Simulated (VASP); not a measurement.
Write the native input for VASP 6.6.1 that does the following.

```
Task                   : single point
Functional             : LDA
Potentials or basis    : VASP PAW LDA potentials, release 64 (C_h)
Cutoff                 : 910 eV
k mesh                 : 12 × 12 × 12
Occupations            : gaussian, width 0.05 eV
Spin                   : no spin polarisation
Dipole correction      : no
Second run             : hard_potentials
Further INCAR settings : ALGO = Normal; EDIFF = 1e-06; NBANDS = 11
```

The structure of C lies in POSCAR:

```
C
1.0
    0.0000000000      1.8474369740      1.7348691297
    1.7150042160      0.0000000000      1.7348691297
    1.7150042160      1.8474369740      0.0000000000
C
2
Direct
    0.5000000000      0.5000000000      0.5000000000
    0.7500000000      0.7500000000      0.7500000000
```

This cell differs from its parent crystal: strain +e along x and -e along y -0.0375, strain +e along z and -e/2 along x and y -0.0175.

The input as run:

INCAR

```
SYSTEM = C
ALGO = Normal ; EDIFF = 1E-6
ENCUT = 910 ; GGA = CA
GGA_COMPAT = .FALSE. ; ISIF = 2
ISMEAR = 0 ; LASPH = .TRUE.
LCHARG = .FALSE. ; LREAL = .FALSE.
LWAVE = .FALSE. ; NBANDS = 11
NELM = 120 ; PREC = Accurate
SIGMA = 0.05
```

KPOINTS

```
k-points
0
G
  12 12 12
  0 0 0
```

Potentials or basis: VASP PAW LDA potentials, release 64 (C_h).

Run with:

```console
$ cat potpaw_LDA.64/C_h/POTCAR > POTCAR
$ mpirun -np 1 vasp_std > vasp.out
```

It gave:

```yaml
Pressure: 1.6 GPa
Band_gap_on_the_k_mesh: 3.11 eV, indirect (least direct gap 4.87 eV)
```

Caveat: the cell differs from its parent crystal (strain +e along x and -e along y -0.0375, strain +e along z and -e/2 along x and y -0.0175); the cutoff is under 1.25 times the usual one of these potentials, so pressure, stress and relaxed cells hold a basis-set (Pulay) error.

It took 86 s on 1 thread of AMD EPYC 7R43 64-Core Processor (Zen 3), with other jobs on the host, peak memory 0.13 GiB.
